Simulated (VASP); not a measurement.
# CaO (r.b) (Fm-3m) in VASP: further runs, part 2 of 2

VASP 6.6.1. Earlier steps stand in the parts before.

## 4. Single point, PBEsol+D4

This run uses another cell than the first one, of 13.39 Å³/atom, 0.981 times its volume.

Contents of INCAR:

```
SYSTEM = CaO
PREC = Accurate
ENCUT = 600
EDIFF = 1E-6
ISMEAR = 0
SIGMA = 0.02
LREAL = .False.
LASPH = .True.
NELM = 120
ALGO = Normal
ISIF = 2
LWAVE = .False.
LCHARG = .False.
GGA = PS
IVDW = 13
NBANDS = 15
GGA_COMPAT = .False.
```

Contents of KPOINTS:

```
Automatic mesh
0
Gamma
  8 8 8
  0 0 0
```

Contents of POSCAR:

```
CaO
1.0
    0.0000000000      2.3748410384      2.3748410384
    2.3748410384      0.0000000000      2.3748410384
    2.3748410384      2.3748410384      0.0000000000
Ca O
1 1
Direct
    0.0000000000      0.0000000000      0.0000000000
    0.5000000000      0.5000000000      0.5000000000
```

Potentials or basis: VASP PAW PBE potentials, release 64 (Ca_sv, O).

The run is started by

```
$ cat potpaw_PBE.64/Ca_sv/POTCAR potpaw_PBE.64/O/POTCAR > POTCAR
$ mpirun -np 1 vasp_std > vasp.out
```

OUTCAR:

```text
SYSTEM = CaO
   PREC = Accurate
   ENCUT = 600
   EDIFF = 1E-6
   ISMEAR = 0
   LREAL = .False.
   LASPH = .True.
   NELM = 120
   ISIF = 2
   GGA = PS
   IVDW = 13

 ion  position               nearest neighbor table
   1  0.000  0.000  0.000-   2 2.37   2 2.37   2 2.37   2 2.37   2 2.37   2 2.37
   2  0.500  0.500  0.500-   1 2.37   1 2.37   1 2.37   1 2.37   1 2.37   1 2.37

  LATTYP: Found a face centered cubic cell.
 ALAT       =     4.7496820768

  Lattice vectors:

 A1 = (   0.0000000000,   2.3748410384,   2.3748410384)
 A2 = (   2.3748410384,   0.0000000000,   2.3748410384)
 A3 = (   2.3748410384,   2.3748410384,   0.0000000000)

Analysis of symmetry for initial positions (statically):
=====================================================================
 Subroutine PRICEL returns:
 Original cell was already a primitive cell.

 Routine SETGRP: Setting up the symmetry group for a
 face centered cubic supercell.

 Subroutine GETGRP returns: Found 48 space group operations
 (whereof 48 operations were pure point group operations)
 out of a pool of 48 trial point group operations.

The static configuration has the point symmetry O_h .

Analysis of symmetry for dynamics (positions and initial velocities):
=====================================================================
 Subroutine PRICEL returns:
 Original cell was already a primitive cell.

 Routine SETGRP: Setting up the symmetry group for a
 face centered cubic supercell.

 Subroutine GETGRP returns: Found 48 space group operations
 (whereof 48 operations were pure point group operations)
 out of a pool of 48 trial point group operations.

The dynamic configuration has the point symmetry O_h .

 Subroutine INISYM returns: Found 48 space group operations
 (whereof 48 operations are pure point group operations),
 and found     1 'primitive' translations

----------------------------------------------------------------------------------------

                                     Primitive cell

  volume of cell :      26.7876

  direct lattice vectors                    reciprocal lattice vectors
     0.000000000  2.374841038  2.374841038    -0.210540408  0.210540408  0.210540408
     2.374841038  0.000000000  2.374841038     0.210540408 -0.210540408  0.210540408
     2.374841038  2.374841038  0.000000000     0.210540408  0.210540408 -0.210540408

  length of vectors
     3.358532405  3.358532405  3.358532405     0.364666683  0.364666683  0.364666683

  position of ions in fractional coordinates (direct lattice)
     0.000000000  0.000000000  0.000000000
     0.500000000  0.500000000  0.500000000

  ion indices of the primitive-cell ions
   primitive index   ion index
                 1           1
                 2           2

----------------------------------------------------------------------------------------

 KPOINTS: Automatic mesh

Automatic generation of k-mesh.
 Grid dimensions read from file:
 generate k-points for:    8    8    8

 Generating k-lattice:

  Cartesian coordinates                     Fractional coordinates (reciprocal lattice)
    -0.026317551  0.026317551  0.026317551     0.125000000  0.000000000  0.000000000
     0.026317551 -0.026317551  0.026317551     0.000000000  0.125000000  0.000000000
     0.026317551  0.026317551 -0.026317551     0.000000000  0.000000000  0.125000000

[... 40 lines left out ...]
   total plane-waves  NPLWV =  21952
   dimension x,y,z NGX =    28 NGY =   28 NGZ =   28
   dimension x,y,z NGXF=    56 NGYF=   56 NGZF=   56
   ions per type =               1   1
   NGX,Y,Z   is equivalent  to a cutoff of  13.86, 13.86, 13.86 a.u.
   NGXF,Y,Z  is equivalent  to a cutoff of  27.72, 27.72, 27.72 a.u.
 SYSTEM =  CaO
   PREC   = accura    normal or accurate (medium, high low for compatibility)
   ISTART =      0    job   : 0-new  1-cont  2-samecut
   ICHARG =      2    charge: 1-file 2-atom 10-const
   ISPIN  =      1    spin polarized calculation?
   LNONCOLLINEAR =      F non collinear calculations
   LSORBIT =      F    spin-orbit coupling
   LASPH  =      T    aspherical Exc in radial PAW
   ENCUT  =  600.0 eV  44.10 Ry    6.64 a.u.   6.71  6.71  6.71*2*pi/ulx,y,z
   NELM   =    120;   NELMIN=  2; NELMDL= -5     # of ELM steps
   EDIFF  = 0.1E-05   stopping-criterion for ELM
   LREAL  =      F    real-space projection
   EDIFFG = 0.1E-04   stopping-criterion for IOM
   NSW    =      0    number of steps for IOM
   IBRION =     -1    ionic relax: 0-MD 1-quasi-New 2-CG
   NFREE  =      0    steps in history (QN), initial steepest desc. (CG)
   ISIF   =      2    stress and relaxation
   ISYM   =      2    0-nonsym 1-usesym 2-fastsym
   POTIM  = 0.5000    time-step for ionic-motion
   TEBEG  =    0.0;   TEEND  =   0.0 temperature during run
   PSTRESS=    0.0 pullay stress
   NELECT =      16.0000    total number of electrons
   NUPDOWN=      -1.0000    fix difference up-down
   EMIN   =  10.00;   EMAX   =-10.00  energy-range for DOS
   EFERMI =   0.00;   METHOD = LEGACY
   ISMEAR =     0;   SIGMA  =   0.02  broadening in eV -4-tet -1-fermi 0-gaus
   EFERMI_NEDOS =   21; number of points for ismear=-14 and -15
   IALGO  =     38    algorithm
   IMIX   =      4    mixing-type and parameters
     AMIX     =   0.40;   BMIX     =  1.00
     AMIX_MAG =   1.60;   BMIX_MAG =  1.00
  volume/ion in A,a.u.               =      13.39        90.39
  Fermi-wavevector in a.u.,A,eV,Ry     =   1.378702  2.605368 25.862201  1.900818
  Thomas-Fermi vector in A             =   2.503739
   LORBIT       =      0    0 simple, 1 ext, 2 COOP (PROOUT), +10 PAW based schemes
   GGA     = PS    functional components
   LHFCALC =     F    Hartree Fock is set to
   AEXX    =    0.0000 exact exchange contribution
   IVDW    =    13    specifies the selected vdW correction
   LEPSILON=     F    determine dielectric tensor
   LRPA    =     F    only Hartree local field effects (RPA)
 non-spin polarized calculation
 Gauss-broadening in eV      SIGMA  =   0.02
  energy-cutoff  :      600.00
  volume of cell :       26.79
 maximum number of plane-waves:       911
   NGX = 13   NGY = 13   NGZ = 13

 number of electron      15.9999997 magnetization

 Free energy of the ion-electron system (eV)
  ---------------------------------------------------
  ext. energy  EPLUGINS =         0.00000000
  ---------------------------------------------------
  free energy    TOTEN  =       -13.41044806 eV

  energy without entropy =      -13.41044806  energy(sigma->0) =      -13.41044806

 E-fermi :   2.5174     XC(G=0): -10.9142

 val. band max:        2.3996641795   @ k =   0.0000   0.0000   0.0000
 cond. band min:       5.9151546807   @ k =   0.5000   0.5000   0.0000
 fundamental gap:      3.5154905011
 Fermi energy:         2.5174038625

 k-point     1 :       0.0000    0.0000    0.0000
  band No.  band energies     occupation
      1     -34.8452      2.00000
      2     -15.6581      2.00000
      3     -15.6581      2.00000
      4     -15.6581      2.00000
      5     -13.1146      2.00000
      6       2.3997      2.00000
      7       2.3997      2.00000
      8       2.3997      2.00000
      9       7.2546      0.00000
     10       8.6745      0.00000
     11       8.6745      0.00000
     12       8.6745      0.00000
     13      10.2756      0.00000
     14      10.2756      0.00000
[... 401 lines left out ...]
      2     -16.7209      2.00000
      3     -15.9372      2.00000
      4     -15.8040      2.00000
      5     -12.0474      2.00000
      6       0.2494      2.00000
      7       1.2186      2.00000
      8       1.2772      2.00000
      9       9.2423      0.00000
     10       9.3064      0.00000
     11      11.3941      0.00000
     12      11.6175      0.00000
     13      12.9448      0.00000
     14      14.6134      0.00000
     15      16.6193      0.00000

 [... further k-points ...]

------------------------ aborting loop because EDIFF is reached ----------------------------------------

  DFT-D4 for vdW energy calculation

  Edisp (eV):   -0.19642

  FORCE on cell =-STRESS in cart. coord.  units (eV):
  Direction    XX          YY          ZZ          XY          YZ          ZX
  --------------------------------------------------------------------------------------
  -------------------------------------------------------------------------------------
  Total       0.09588     0.09588     0.09588     0.00000    -0.00000    -0.00000
  in kB       5.73467     5.73467     5.73467     0.00000    -0.00000    -0.00000
  external pressure =        5.73 kB  Pullay stress =        0.00 kB

 VOLUME and BASIS-vectors are now :
 -----------------------------------------------------------------------------
  energy-cutoff  :      600.00
  volume of cell :       26.79
      direct lattice vectors                 reciprocal lattice vectors
     0.000000000  2.374841038  2.374841038    -0.210540408  0.210540408  0.210540408
     2.374841038  0.000000000  2.374841038     0.210540408 -0.210540408  0.210540408
     2.374841038  2.374841038  0.000000000     0.210540408  0.210540408 -0.210540408

 POSITION                                       TOTAL-FORCE (eV/Angst)
 -----------------------------------------------------------------------------------
      0.00000      0.00000      0.00000         0.000000      0.000000     -0.000000
      2.37484      2.37484      2.37484        -0.000000     -0.000000      0.000000
 -----------------------------------------------------------------------------------
    total drift:                                0.000000      0.000000      0.000000

  FREE ENERGIE OF THE ION-ELECTRON SYSTEM (eV)
  ---------------------------------------------------
  free  energy   TOTEN  =       -13.6068683605 eV

  energy  without entropy=      -13.6068683605  energy(sigma->0) =      -13.60686836
```

OSZICAR:

```text
N       E                     dE             d eps       ncg     rms          rms(c)
DAV:   1     0.133076758563E+03    0.13308E+03   -0.92850E+03   870   0.123E+03
DAV:   2    -0.891251954502E+01   -0.14199E+03   -0.13123E+03  1031   0.311E+02
DAV:   3    -0.147365272395E+02   -0.58240E+01   -0.57716E+01  1115   0.642E+01
DAV:   4    -0.149330608976E+02   -0.19653E+00   -0.19646E+00  1166   0.104E+01
DAV:   5    -0.149345057886E+02   -0.14449E-02   -0.14448E-02  1080   0.905E-01    0.807E+00
DAV:   6    -0.135046727347E+02    0.14298E+01   -0.42138E+00   955   0.209E+01    0.347E+00
DAV:   7    -0.134271895143E+02    0.77483E-01   -0.35462E-01   989   0.635E+00    0.176E+00
DAV:   8    -0.134114603739E+02    0.15729E-01   -0.71344E-02  1094   0.289E+00    0.405E-01
DAV:   9    -0.134101126199E+02    0.13478E-02   -0.49135E-03   926   0.595E-01    0.102E-01
DAV:  10    -0.134104740208E+02   -0.36140E-03   -0.48930E-04  1024   0.254E-01    0.442E-02
DAV:  11    -0.134104485565E+02    0.25464E-04   -0.39532E-05  1215   0.882E-02    0.549E-03
DAV:  12    -0.134104480630E+02    0.49358E-06   -0.56487E-06   996   0.251E-02
   1 F= -.13606868E+02 E0= -.13606868E+02  d E =-.587654E-19
```

It took 8.4 s on 1 thread of AMD EPYC 9R45 (Zen 5), shared host; peak memory 0.13 GiB.

Results:

```yaml
Free_energy: -13.6069 eV
Pressure: 0.6 GPa
Band_gap_on_the_k_mesh: 3.52 eV, indirect (least direct gap 3.89 eV)
Dispersion_energy_per_atom: -0.098 eV
```

Caveat: the PAW data sets were made with another functional, which shifts forces and pressure a little.

## 5. Relaxation of cell and atoms, PBEsol+D4

Contents of INCAR:

```
SYSTEM = CaO
PREC = Accurate
ENCUT = 600
EDIFF = 1E-7
ISMEAR = 0
SIGMA = 0.02
LREAL = .False.
LASPH = .True.
NELM = 120
ALGO = Normal
ISIF = 3
LWAVE = .False.
LCHARG = .False.
GGA = PS
IVDW = 13
IBRION = 2
NSW = 100
EDIFFG = -0.002
GGA_COMPAT = .False.
NELMIN = 4
```

Contents of KPOINTS:

```
regular mesh
0
Gamma
  8 8 8
  0 0 0
```

Contents of POSCAR:

```
CaO
1.0
    0.0000000000      2.3900000000      2.3900000000
    2.3900000000      0.0000000000      2.3900000000
    2.3900000000      2.3900000000      0.0000000000
Ca O
1 1
Direct
    0.0000000000      0.0000000000      0.0000000000
    0.5000000000      0.5000000000      0.5000000000
```

The run is started by

```
$ cat potpaw_PBE.64/Ca_sv/POTCAR potpaw_PBE.64/O/POTCAR > POTCAR
$ mpirun -np 1 vasp_std > vasp.out
```

Wall time 19 s (1 thread of AMD EPYC 9R45 (Zen 5), shared host); peak memory 0.14 GiB.

The run converged. Its results:

```
Free energy                            : -13.6079 eV
Relaxed volume                         : 13.46 Å³/atom
Relaxed cell                           : a = 3.364 Å, b = 3.364 Å, c = 3.364 Å, α = 60.00°, β = 60.00°, γ = 60.00°
Space group after relaxing (to 0.05 Å) : Fm-3m (No. 225)
Energy gained by relaxing              : 1.0 meV/atom
Ionic steps                            : 3
Pressure after relaxing                : 0.0 GPa
Band gap on the k mesh                 : 3.52 eV, indirect (least direct gap 3.89 eV)
Dispersion energy per atom             : -0.098 eV
```

Step by step:
| step | energy change (eV) | largest force (eV/Å) | pressure (GPa) | volume (Å³) |
| --- | --- | --- | --- | --- |
| 1 | 0.0000 | 0.0000 | -1.60 | 27.30 |
| 2 | -0.0016 | 0.0000 | 0.69 | 26.77 |
| 3 | -0.0019 | 0.0000 | 0.00 | 26.92 |

Final structure:
```xyz
2
Lattice="0.0000 2.3789 2.3789 2.3789 0.0000 2.3789 2.3789 2.3789 0.0000" Properties=species:S:1:pos:R:3 pbc="T T T"
Ca    0.0000    0.0000    0.0000
O     2.3789    2.3789    2.3789
```

Levels at points of the mesh, in eV from the valence-band top:
```csv
k point,band 6,band 7,band 8,band 9,band 10,band 11
"(0.00, 0.00, 0.00)",0.00,0.00,0.00,4.81,6.26,6.26
"(0.50, 0.00, 0.00)",-2.77,-1.28,-1.28,7.16,8.54,8.54
"(0.50, 0.50, 0.00)",-1.30,-0.37,-0.37,3.52,8.27,9.10
```

Caveat: the PAW data sets were made with another functional, which shifts forces and pressure a little.

## 6. Overview

| task | cell | k mesh | smearing | gap on the mesh (eV) | pressure (GPa) |
| --- | --- | --- | --- | --- | --- |
| single point | a = 3.380 Å, angles 60.0°, 2 atoms | 6 × 6 × 6 | gaussian 0.1 eV | 3.53 | -1.6 |
| single point | a = 3.359 Å, angles 60.0°, 2 atoms | 8 × 8 × 8 | gaussian 0.02 eV | 3.52 | 0.6 |
| relaxation of cell and atoms | relaxed from a = 3.380 Å, angles 60.0°, 2 atoms | 8 × 8 × 8 | gaussian 0.02 eV | 3.52 | 0.0 |

Alike in all rows: level PBEsol+D4; potentials or basis VASP PAW PBE potentials, release 64 (Ca_sv, O); no spin polarisation; cutoff (eV) 600.

Caveats: the PAW data sets were made with another functional, which shifts forces and pressure a little.

Total energies depend on the potentials used, so only differences within one code and one set of settings carry meaning.
